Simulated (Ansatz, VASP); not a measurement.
One calculation of C, two programs

```
C
1.0
     0.00000    1.77690    1.77690
     1.77690    0.00000    1.77690
     1.77690    1.77690    0.00000
C
2
Direct
  0.50000 0.50000 0.50000
  0.75000 0.75000 0.75000
```

Alike in both runs: task single point; functional PBEsol; k mesh 12 × 12 × 12; occupations gaussian, width 0.05 eV; no spin polarisation.

```csv
,VASP,Ansatz
version,VASP 6.6.1,Ansatz 0.2.0
potentials or method,"VASP PAW PBE potentials, release 64 (C_h), cutoff 1300 eV","scalar-relativistic, plane waves, PAW"
valence electrons in the cell,8,8
```

|  | VASP | Ansatz | Ansatz less VASP |
| --- | --- | --- | --- |
| gap on the k mesh at the Fermi level (eV) | 4.07 | 4.07 | +0.001 |
| least direct gap on the mesh (eV) | 5.57 | 5.57 | -0.004 |
| pressure (GPa) | 0.1 | 0.0 | -0.13 |

VASP's potentials were made for PBE, not for PBEsol.
